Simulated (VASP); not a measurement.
Pt:

```xyz
1
Lattice="-1.5947 1.5947 1.5947 1.5947 -1.5947 1.5947 1.5947 1.5947 -1.5947" Properties=species:S:1:pos:R:3 pbc="T T T"
Pt    0.0000    0.0000    0.0000
```

Base run:

| Quantity | Value |
| --- | --- |
| Program | VASP 6.6.1 |
| Functional | r2SCAN |
| Potentials or basis | VASP PAW PBE potentials, release 64 (Pt) |
| Cutoff | 520 eV |
| k mesh | 12 × 12 × 12 |
| Occupations | fermi-dirac, width 0.05 eV |
| Spin | no spin polarisation |

Its results: band gap on the k mesh zero (band 5 reaches 10.50 eV, above the bottom of band 6 at 8.28 eV); pressure -10.6 GPa.

Q: The run is repeated on the same cell with these changes: potentials or basis from VASP PAW PBE potentials, release 64 (Pt) to VASP PAW PBE potentials, release 64 (Pt_sv_GW); cutoff from 520 eV to 550 eV; further incar settings from ALGO = Normal; EDIFF = 1e-06; NBANDS = 11 to ALGO = Normal; EDIFF = 1e-06; NBANDS = 15; valence electrons from 10 to 18. What comes out?

A: Band gap on the k mesh zero (band 9 reaches 10.02 eV, above the bottom of band 10 at 7.80 eV); pressure -12.9 GPa.

Caveats: the PAW data sets were made with another functional, which shifts forces and pressure a little; spin-orbit coupling is left out, which moves the levels of the heavy elements.
